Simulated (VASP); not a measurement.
A run of VASP 6.6.1:

File INCAR:

```
PREC     = Accurate       # precision mode
ENCUT    = 600            # plane-wave cutoff, eV
EDIFF    = 1E-6           # SCF threshold, eV
ISMEAR   = 0              # smearing method
SIGMA    = 0.01           # smearing width, eV
LREAL    = F              # projectors in reciprocal space
LASPH    = T              # aspherical terms in the spheres
NELM     = 120            # most SCF steps
ALGO     = Normal         # electronic algorithm
ISIF     = 2              # what is computed and relaxed
LWAVE    = F              # write WAVECAR
LCHARG   = F              # write CHGCAR
NBANDS   = 11             # bands
GGA_COMPAT= F
```

File KPOINTS:

```
Automatic mesh
0
Gamma
  8 8 8
```

POSCAR

```
BN
1.0
    0.0000000000      3.4953160000      2.1660910000
    1.2516320000      0.0000000000      2.1660910000
    1.2516320000      3.4953160000      0.0000000000
B N
1 1
Direct
    0.0000490000      0.0000490000      0.9999510000
    0.6666666667      0.6666666667      0.3333333333
```

Potentials or basis: VASP PAW LDA potentials, release 64 (B, N).

Launch:

```sh
$ cat potpaw_LDA.64/B/POTCAR potpaw_LDA.64/N/POTCAR > POTCAR
$ mpirun -np 1 vasp_std > vasp.out
```

Hardware: 1 thread of Intel Xeon 8259CL, with other jobs on the host.

Question: Estimate the wall time of this run.

Answer: Run time: 37 s on 1 thread of Intel Xeon 8259CL (shared host), peak memory 0.15 GiB. Counts: scf iterations 12, k points 95.
